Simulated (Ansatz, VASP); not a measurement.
## BaGeP4 in VASP and in Ansatz

File INCAR:

```
PREC = Accurate ; ENCUT = 600
EDIFF = 1E-6 ; ISMEAR = 0
SIGMA = 0.1 ; LREAL = F
LASPH = T ; NELM = 100
ALGO = Normal ; ISIF = 3
LWAVE = F ; LCHARG = F
GGA = PE ; IBRION = 2
NSW = 100 ; EDIFFG = -0.01
```

KPOINTS

```
Automatic mesh
0
Gamma
  8 8 8
```

The input POSCAR:

```
BaGeP4
1.0
    0.0000000000      4.0005058466      4.0005058466
    4.0005058466      0.0000000000      4.0005058466
    4.0005058466      4.0005058466      0.0000000000
Ba Ge P
1 1 4
Direct
    0.0000000000      0.0000000000      0.0000000000
    0.7500000000      0.7500000000      0.7500000000
    0.8089828502      0.3970057166      0.3970057166
    0.3970057166      0.3970057166      0.3970057166
    0.3970057166      0.8089828502      0.3970057166
    0.3970057166      0.3970057166      0.8089828502
```

Input for Ansatz:

```yaml
crystal:
  lattice:
    - [0.0, 4.0005058466, 4.0005058466]
    - [4.0005058466, 0.0, 4.0005058466]
    - [4.0005058466, 4.0005058466, 0.0]
  atoms:
    - { symbol: Ba, position: [0.0, 0.0, 0.0] }
    - { symbol: Ge, position: [0.75, 0.75, 0.75] }
    - { symbol: P, position: [0.8089828502, 0.3970057166, 0.3970057166] }
    - { symbol: P, position: [0.3970057166, 0.3970057166, 0.3970057166] }
    - { symbol: P, position: [0.3970057166, 0.8089828502, 0.3970057166] }
    - { symbol: P, position: [0.3970057166, 0.3970057166, 0.8089828502] }
basis:
  ecutwfc: 420
kpoints:
  mp_grid: { grid: [8, 8, 8] }
hamiltonian:
  xc: pbe
scf:
  occupations: { method: gaussian, width: 0.1 }
output:
  forces: true
  stress: true
  eigenvalues: true
relax:
  adjacent_minimum: "off"
  f_tol: 0.01
  max_steps: 80
  cell: { stress_tol: 0.05 }
```

Change from the starting cell: species swapped into the TbNi4Au type (F-43m, No. 216).

Alike in both runs: task relaxation of cell and atoms; functional PBE; k mesh 8 × 8 × 8; occupations gaussian, width 0.1 eV; no spin polarisation.

|  | VASP | Ansatz |
| --- | --- | --- |
| version | VASP 6.6.1 | Ansatz 0.2.0 |
| potentials or method | VASP PAW PBE potentials, release 64 (Ba_sv, Ge_d, P), cutoff 600 eV | scalar-relativistic, plane waves, PAW |
| valence electrons in the cell | 44 | 44 |

```tsv
	VASP	Ansatz	Ansatz less VASP
gap on the k mesh at the Fermi level, each at its own relaxed structure (eV)	none	none	-
relaxed volume (Å³/atom)	22.17	21.75	-0.417
relaxed length of the cell vector where the two differ most in proportion (Å)	5.730	5.693	-0.0362
```

A gap of «none» marks a metal or a gap that the smearing closes.

Spin-orbit coupling is off throughout.
